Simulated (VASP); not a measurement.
Here is a VASP 6.6.1 calculation.

INCAR

```
SYSTEM = Cs
  PREC = Accurate
  ENCUT = 500
  EDIFF = 1E-7
  ISMEAR = 0
  SIGMA = 0.1
  LREAL = .False.
  LASPH = .True.
  NELM = 120
  ALGO = Normal
  ISIF = 3
  LWAVE = .False.
  LCHARG = .False.
  GGA = PS
  IBRION = 2
  NSW = 100
  EDIFFG = -0.01
  GGA_COMPAT = .False.
  NELMIN = 4
```

File KPOINTS:

```
regular mesh
0
Gamma
  12 12 12
  0 0 0
```

File POSCAR:

```
Cs
1.0
    0.0000000000      3.9483357400      3.9483357400
    3.9483357400      0.0000000000      3.9483357400
    3.9483357400      3.9483357400      0.0000000000
Cs
1
Direct
    0.0000000000      0.0000000000      0.0000000000
```

Potentials or basis: VASP PAW PBE potentials, release 64 (Cs_sv).

Run with:

```sh
$ cat potpaw_PBE.64/Cs_sv/POTCAR > POTCAR
$ mpirun -np 1 vasp_std > vasp.out
```

Problem. Predict the relaxed cell.

Solution. a = 5.353 Å, b = 5.353 Å, c = 5.353 Å, α = 60.00°, β = 60.00°, γ = 60.00°.

Problem. Estimate the space group after relaxing (to 0.1 Å).

Solution. Fm-3m (No. 225).

Problem. Estimate the relaxed volume.

Solution. 108.47 Å³/atom.

Final structure:
```
Cs
1.0
     0.00000    3.78528    3.78528
     3.78528    0.00000    3.78528
     3.78528    3.78528    0.00000
Cs
1
Direct
  0.00000 0.00000 0.00000
```

Caveat: the PAW data sets were made with another functional, which shifts forces and pressure a little.
